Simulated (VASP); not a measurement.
A run of VASP 6.6.1 is set up as follows.

File INCAR:

```
PREC = Accurate
ENCUT = 600
EDIFF = 1E-6
ISMEAR = -1
SIGMA = 0.1
LREAL = F
LASPH = T
NELM = 60
ALGO = Normal
ISIF = 3
LWAVE = F
LCHARG = F
GGA = CA
IBRION = 2
NSW = 60
EDIFFG = -0.005
PSTRESS = 230.0
```

KPOINTS

```
regular mesh
0
Gamma
  16 16 9
```

Contents of POSCAR:

```
Au
1.0
    2.7836412775      0.0000000000      0.0000000000
   -1.3918206387      2.4107040613      0.0000000000
    0.0000000000      0.0000000000      4.5094988695
Au
2
Direct
    0.3333333333      0.6666666667      0.2500000000
    0.6666666667      0.3333333333      0.7500000000
```

Potentials or basis: VASP PAW LDA potentials, release 64 (Au).

The run is started by

```sh
$ cat potpaw_LDA.64/Au/POTCAR > POTCAR
$ mpirun -np 1 vasp_std > vasp.out
```

Problem. Estimate the band gap on the k mesh.

Solution. Zero (band 11 reaches 15.08 eV, above the bottom of band 12 at 8.62 eV).

Problem. What does it give for the relaxed cell?

Solution. a = 2.762 Å, b = 2.762 Å, c = 4.594 Å, α = 90.00°, β = 90.00°, γ = 120.00°.

Problem. Predict the space group after relaxing (to 0.05 Å).

Solution. P6_3/mmc (No. 194).

The path:
| step | energy change (eV) | largest force (eV/Å) | pressure (GPa) | volume (Å³) |
| --- | --- | --- | --- | --- |
| 1 | 0.0000 | 0.0000 | 24.00 | 30.26 |
| 2 | -0.0633 | 0.0000 | 19.68 | 30.67 |
| 3 | -0.0466 | 0.0000 | 20.92 | 30.55 |
| 4 | -0.0046 | 0.0000 | 24.09 | 30.24 |
| 5 | -0.0192 | 0.0000 | 22.97 | 30.34 |

Caveat: the cell is relaxed towards a set pressure, so the enthalpy falls and the energy may rise; spin-orbit coupling is left out, which moves the levels of the heavy elements.
